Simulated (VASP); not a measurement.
# TiC in VASP: single point with LDA

Aim: the single point of TiC with LDA.

Program: VASP 6.6.1. These are calculated values, not measurements. Logs are shortened: lines on timing, memory, paths and dates and some standing lists are left out, and cuts for length are marked.

### 1 The cell of the first run

The cell holds a slab with vacuum, 6 atoms: a = 3.013 Å, b = 3.013 Å, c = 18.261 Å, α = 90.00°, β = 90.00°, γ = 90.00°.

### 2 Single point, LDA

The input, INCAR:

```
SYSTEM = TiC
ALGO     = Normal         ! electronic algorithm
DIPOL    = 0.5 0.5 0.498
EDIFF    = 1E-6           ! SCF threshold, eV
ENCUT    = 520            ! plane-wave cutoff, eV
IDIPOL   = 3            
ISIF     = 2              ! what is computed and relaxed
ISMEAR   = 0              ! smearing method
LASPH    = .TRUE.         ! aspherical terms in the spheres
LCHARG   = .TRUE.         ! write CHGCAR
LDIPOL   = .TRUE.       
LELF     = .TRUE.         ! ELF
LREAL    = .FALSE.        ! projectors in reciprocal space
LVACPOTAV= .TRUE.       
LVHAR    = .TRUE.       
LWAVE    = .FALSE.        ! write WAVECAR
NBANDS   = 33             ! bands
NELM     = 60             ! most SCF steps
PREC     = Accurate       ! precision mode
SIGMA    = 0.1            ! smearing width, eV
```

The input, KPOINTS:

```
k-points
0
G
  10 10 1
  0 0 0
```

The input, POSCAR:

```
TiC
1.0
    3.0128564991      0.0000000000      0.0000000000
    0.0000000000      3.0128564991      0.0000000000
    0.0000000000      0.0000000000     18.2608225225
Ti C
3 3
Direct
    0.5000000000      0.5000000000      0.3833343209
    0.0000000000      0.0000000000      0.4977062644
    0.5000000000      0.5000000000      0.6099804040
    0.0000000000      0.0000000000      0.3833343209
    0.5000000000      0.5000000000      0.4970508676
    0.0000000000      0.0000000000      0.6151689144
```

Potentials or basis: VASP PAW LDA potentials, release 64 (Ti_sv, C).

Run with:

```
$ cat potpaw_LDA.64/Ti_sv/POTCAR potpaw_LDA.64/C/POTCAR > POTCAR
$ mpirun -np 1 vasp_std > vasp.out
```

OUTCAR:

```text
SYSTEM = TiC
   EDIFF = 1E-6
   ENCUT = 520
   ISIF = 2
   ISMEAR = 0
   LASPH = .TRUE.
   LREAL = .FALSE.
   NELM = 60
   PREC = Accurate

 ion  position               nearest neighbor table
   1  0.500  0.500  0.383-   5 2.08   4 2.13   4 2.13   4 2.13   4 2.13
   2  0.000  0.000  0.498-   4 2.09   5 2.13   5 2.13   5 2.13   5 2.13   6 2.14
   3  0.500  0.500  0.610-   5 2.06   6 2.13   6 2.13   6 2.13   6 2.13
   4  0.000  0.000  0.383-   2 2.09   1 2.13   1 2.13   1 2.13   1 2.13
   5  0.500  0.500  0.497-   3 2.06   1 2.08   2 2.13   2 2.13   2 2.13   2 2.13
   6  0.000  0.000  0.615-   3 2.13   3 2.13   3 2.13   3 2.13   2 2.14

  LATTYP: Found a simple tetragonal cell.
 ALAT       =     3.0128564991
 C/A-ratio  =     6.0609665704

  Lattice vectors:

 A1 = (   3.0128564991,   0.0000000000,   0.0000000000)
 A2 = (   0.0000000000,   3.0128564991,   0.0000000000)
 A3 = (   0.0000000000,   0.0000000000,  18.2608225225)

Analysis of symmetry for initial positions (statically):
=====================================================================
 Subroutine PRICEL returns:
 Original cell was already a primitive cell.

 Routine SETGRP: Setting up the symmetry group for a
 simple tetragonal supercell.

 Subroutine GETGRP returns: Found  8 space group operations
 (whereof  8 operations were pure point group operations)
 out of a pool of 16 trial point group operations.

The static configuration has the point symmetry C_4v.

Analysis of symmetry for dynamics (positions and initial velocities):
=====================================================================
 Subroutine PRICEL returns:
 Original cell was already a primitive cell.

 Routine SETGRP: Setting up the symmetry group for a
 simple tetragonal supercell.

 Subroutine GETGRP returns: Found  8 space group operations
 (whereof  8 operations were pure point group operations)
 out of a pool of 16 trial point group operations.

The dynamic configuration has the point symmetry C_4v.

 Subroutine INISYM returns: Found  8 space group operations
 (whereof  8 operations are pure point group operations),
 and found     1 'primitive' translations

----------------------------------------------------------------------------------------

                                     Primitive cell

  volume of cell :     165.7590

  direct lattice vectors                    reciprocal lattice vectors
     3.012856499  0.000000000  0.000000000     0.331910929  0.000000000  0.000000000
     0.000000000  3.012856499  0.000000000     0.000000000  0.331910929  0.000000000
     0.000000000  0.000000000 18.260822522     0.000000000  0.000000000  0.054762046

  length of vectors
     3.012856499  3.012856499 18.260822522     0.331910929  0.331910929  0.054762046

  position of ions in fractional coordinates (direct lattice)
     0.500000000  0.500000000  0.383334321
     0.000000000  0.000000000  0.497706264
     0.500000000  0.500000000  0.609980404
     0.000000000  0.000000000  0.383334321
     0.500000000  0.500000000  0.497050868
     0.000000000  0.000000000  0.615168914

  ion indices of the primitive-cell ions
   primitive index   ion index
                 1           1
                 2           2
                 3           3
                 4           4
                 5           5
                 6           6

----------------------------------------------------------------------------------------

 KPOINTS: k-points

Automatic generation of k-mesh.
 Grid dimensions read from file:
 generate k-points for:   10   10    1

 Generating k-lattice:

  Cartesian coordinates                     Fractional coordinates (reciprocal lattice)
     0.033191093  0.000000000  0.000000000     0.100000000  0.000000000  0.000000000
     0.000000000  0.033191093  0.000000000     0.000000000  0.100000000  0.000000000
     0.000000000  0.000000000  0.054762046     0.000000000  0.000000000  1.000000000

  Length of vectors
     0.033191093  0.033191093  0.054762046

  Shift w.r.t. Gamma in fractional coordinates (k-lattice)
     0.000000000  0.000000000  0.000000000

 Subroutine IBZKPT returns following result:
 ===========================================

 Found     21 irreducible k-points:

 Following reciprocal coordinates:
            Coordinates               Weight
  0.000000  0.000000  0.000000      1.000000
  0.100000  0.000000  0.000000      4.000000
  0.200000  0.000000  0.000000      4.000000
  0.300000  0.000000  0.000000      4.000000
  0.400000  0.000000  0.000000      4.000000
  0.500000  0.000000  0.000000      2.000000
[... 13 lines left out ...]
  0.500000  0.400000  0.000000      4.000000
  0.500000  0.500000  0.000000      1.000000
   k-points           NKPTS =     21   k-points in BZ     NKDIM =     21   number of bands    NBANDS=     33
   number of dos      NEDOS =    301   number of ions     NIONS =      6
   total plane-waves  NPLWV =  80640
   dimension x,y,z NGX =    24 NGY =   24 NGZ =  140
   dimension x,y,z NGXF=    48 NGYF=   48 NGZF=  280
   ions per type =               3   3
   NGX,Y,Z   is equivalent  to a cutoff of  13.24, 13.24, 12.75 a.u.
   NGXF,Y,Z  is equivalent  to a cutoff of  26.49, 26.49, 25.49 a.u.
 SYSTEM =  TiC
   PREC   = accura    normal or accurate (medium, high low for compatibility)
   ISTART =      0    job   : 0-new  1-cont  2-samecut
   ICHARG =      2    charge: 1-file 2-atom 10-const
   ISPIN  =      1    spin polarized calculation?
   LNONCOLLINEAR =      F non collinear calculations
   LSORBIT =      F    spin-orbit coupling
   LASPH  =      T    aspherical Exc in radial PAW
   ENCUT  =  520.0 eV  38.22 Ry    6.18 a.u.   5.60  5.60 33.95*2*pi/ulx,y,z
   NELM   =     60;   NELMIN=  2; NELMDL= -5     # of ELM steps
   EDIFF  = 0.1E-05   stopping-criterion for ELM
   LREAL  =      F    real-space projection
   EDIFFG = 0.1E-04   stopping-criterion for IOM
   NSW    =      0    number of steps for IOM
   IBRION =     -1    ionic relax: 0-MD 1-quasi-New 2-CG
   NFREE  =      0    steps in history (QN), initial steepest desc. (CG)
   ISIF   =      2    stress and relaxation
   ISYM   =      2    0-nonsym 1-usesym 2-fastsym
   POTIM  = 0.5000    time-step for ionic-motion
   TEBEG  =    0.0;   TEEND  =   0.0 temperature during run
   PSTRESS=    0.0 pullay stress
   NELECT =      48.0000    total number of electrons
   NUPDOWN=      -1.0000    fix difference up-down
   EMIN   =  10.00;   EMAX   =-10.00  energy-range for DOS
   EFERMI =   0.00;   METHOD = LEGACY
   ISMEAR =     0;   SIGMA  =   0.10  broadening in eV -4-tet -1-fermi 0-gaus
   EFERMI_NEDOS =   21; number of points for ismear=-14 and -15
   IALGO  =     38    algorithm
   IMIX   =      4    mixing-type and parameters
     AMIX     =   0.40;   BMIX     =  1.00
     AMIX_MAG =   1.60;   BMIX_MAG =  1.00
  volume/ion in A,a.u.               =      27.63       186.43
  Fermi-wavevector in a.u.,A,eV,Ry     =   1.083086  2.046735 15.960650  1.173075
  Thomas-Fermi vector in A             =   2.219143
   LORBIT       =      0    0 simple, 1 ext, 2 COOP (PROOUT), +10 PAW based schemes
   GGA     = CA    functional components
   LHFCALC =     F    Hartree Fock is set to
   AEXX    =    0.0000 exact exchange contribution
   IVDW    =     0    specifies the selected vdW correction
   LEPSILON=     F    determine dielectric tensor
   LRPA    =     F    only Hartree local field effects (RPA)
 non-spin polarized calculation
 Gauss-broadening in eV      SIGMA  =   0.10
  energy-cutoff  :      520.00
  volume of cell :      165.76
 maximum number of plane-waves:      4497
 NGX is ok and might be reduce to    24
   NGX = 11   NGY = 11   NGZ = 67

 dipolmoment           0.000000      0.000000     -0.030534 electrons x Angstroem

 number of electron      47.9999998 magnetization

 dipolmoment           0.000000      0.000000      0.016320 electrons x Angstroem

 Free energy of the ion-electron system (eV)
  ---------------------------------------------------
  ext. energy  EPLUGINS =         0.00000000
  ---------------------------------------------------
  free energy    TOTEN  =       -59.19145964 eV

  energy without entropy =      -59.18607733  energy(sigma->0) =      -59.18876848

 E-fermi :   0.4348     XC(G=0):  -5.6449

 val. band max:        0.4112693603   @ k =   0.4000   0.4000   0.0000
 cond. band min:       0.6855847901   @ k =   0.4000   0.3000   0.0000
 fundamental gap:      0.2743154298
 Fermi energy:         0.4347684202

 k-point     1 :       0.0000    0.0000    0.0000
  band No.  band energies     occupation
      1     -55.2041      2.00000
      2     -55.1206      2.00000
      3     -55.0454      2.00000
      4     -32.1396      2.00000
      5     -31.9964      2.00000
      6     -31.7138      2.00000
[... 25 lines left out ...]
     32       3.0918      0.00000
     33       3.4681      0.00000

 k-point     2 :       0.1000    0.0000    0.0000
  band No.  band energies     occupation
      1     -55.1999      2.00000
      2     -55.1165      2.00000
      3     -55.0446      2.00000
      4     -32.1315      2.00000
      5     -32.0060      2.00000
      6     -31.7314      2.00000
[... 25 lines left out ...]
     32       3.7031      0.00000
     33       4.1338      0.00000

 k-point     3 :       0.2000    0.0000    0.0000
  band No.  band energies     occupation
      1     -55.1886      2.00000
      2     -55.1054      2.00000
      3     -55.0433      2.00000
      4     -32.1137      2.00000
      5     -32.0351      2.00000
      6     -31.7974      2.00000
[... 25 lines left out ...]
     32       3.9126      0.00000
     33       4.2567      0.00000

 k-point     4 :       0.3000    0.0000    0.0000
  band No.  band energies     occupation
      1     -55.1746      2.00000
      2     -55.0897      2.00000
      3     -55.0434      2.00000
      4     -32.1256      2.00000
      5     -32.0525      2.00000
      6     -31.8955      2.00000
[... 25 lines left out ...]
     32       3.7768      0.00000
     33       4.5271      0.00000

 k-point     5 :       0.4000    0.0000    0.0000
  band No.  band energies     occupation
      1     -55.1633      2.00000
      2     -55.0732      2.00000
      3     -55.0473      2.00000
      4     -32.1725      2.00000
      5     -32.0479      2.00000
      6     -31.9601      2.00000
[... 496 lines left out ...]
 k-point    19 :       0.4000    0.4000    0.0000
  band No.  band energies     occupation
      1     -55.1339      2.00000
      2     -55.0378      2.00000
      3     -55.0264      2.00000
      4     -32.0554      2.00000
      5     -31.9994      2.00000
      6     -31.9611      2.00000
[... 25 lines left out ...]
     32       4.3806      0.00000
     33       4.6144      0.00000

 k-point    20 :       0.5000    0.4000    0.0000
  band No.  band energies     occupation
      1     -55.1308      2.00000
      2     -55.0333      2.00000
      3     -55.0249      2.00000
      4     -32.0537      2.00000
      5     -32.0084      2.00000
      6     -31.9727      2.00000
[... 25 lines left out ...]
     32       4.3675      0.00000
     33       4.4865      0.00000

 k-point    21 :       0.5000    0.5000    0.0000
  band No.  band energies     occupation
      1     -55.1278      2.00000
      2     -55.0302      2.00000
      3     -55.0219      2.00000
      4     -32.0292      2.00000
      5     -32.0292      2.00000
      6     -31.9921      2.00000
[... 25 lines left out ...]
     32       4.2950      0.00000
     33       4.3843      0.00000

------------------------ aborting loop because EDIFF is reached ----------------------------------------

  FORCE on cell =-STRESS in cart. coord.  units (eV):
  Direction    XX          YY          ZZ          XY          YZ          ZX
  --------------------------------------------------------------------------------------
  -------------------------------------------------------------------------------------
  Total       -3.5460522     -3.5460522      0.1495888      0.0000000     -0.0000000      0.0000000
  in kB      -34.2750804    -34.2750804      1.4458802      0.0000000     -0.0000000      0.0000000
  external PRESSURE =     -22.3680936 kB  Pullay stress =       0.0000000 kB

 VOLUME and BASIS-vectors are now :
 -----------------------------------------------------------------------------
  energy-cutoff  :      520.00
  volume of cell :      165.76
      direct lattice vectors                 reciprocal lattice vectors
     3.012856499  0.000000000  0.000000000     0.331910929  0.000000000  0.000000000
     0.000000000  3.012856499  0.000000000     0.000000000  0.331910929  0.000000000
     0.000000000  0.000000000 18.260822522     0.000000000  0.000000000  0.054762046

 POSITION                                       TOTAL-FORCE (eV/Angst)
 -----------------------------------------------------------------------------------
      1.50643      1.50643      7.00000        -0.000000      0.000000      0.869881
      0.00000      0.00000      9.08853         0.000000     -0.000000      0.003356
      1.50643      1.50643     11.13874        -0.000000     -0.000000      0.022691
      0.00000      0.00000      7.00000        -0.000000     -0.000000     -0.911857
      1.50643      1.50643      9.07656        -0.000000      0.000000     -0.003556
      0.00000      0.00000     11.23349        -0.000000     -0.000000      0.019484
 -----------------------------------------------------------------------------------
    total drift:                                0.000000     -0.000000      0.000225

  FREE ENERGIE OF THE ION-ELECTRON SYSTEM (eV)
  ---------------------------------------------------
  free  energy   TOTEN  =       -59.1914596373 eV

  energy  without entropy=      -59.1860773325  energy(sigma->0) =      -59.18876848

 vacuum level on the upper side and lower side of the slab         5.182         4.857
```

It took 2.1 min on 1 thread of Intel Xeon Platinum 8559C (Emerald Rapids), shared host; peak memory 0.26 GiB.

Results:

```yaml
Free_energy: -59.1915 eV
Largest_force: 0.912 eV/Å
Band_gap_on_the_k_mesh: zero (band 24 reaches 0.99 eV, above the bottom of band 25 at 0.33 eV)
```

Forces in eV/Å, atoms in the order of the input:
```
Ti   0.000  0.000  0.870
Ti   0.000  0.000  0.003
Ti   0.000  0.000  0.023
C    0.000  0.000 -0.912
C    0.000  0.000 -0.004
C    0.000  0.000  0.019
```

Levels at points of the mesh, in eV from the Fermi level:
```csv
k point,band 21,band 22,band 23,band 24,band 25,band 26,band 27,band 28
"(0.00, 0.00, 0.00)",-0.09,-0.09,0.28,0.28,0.60,1.32,1.56,1.56
"(0.50, 0.00, 0.00)",-2.41,-2.32,-2.16,-2.13,2.34,2.47,2.65,2.88
"(0.50, 0.50, 0.00)",-0.93,-0.85,-0.85,-0.10,-0.10,0.83,2.53,2.53
```
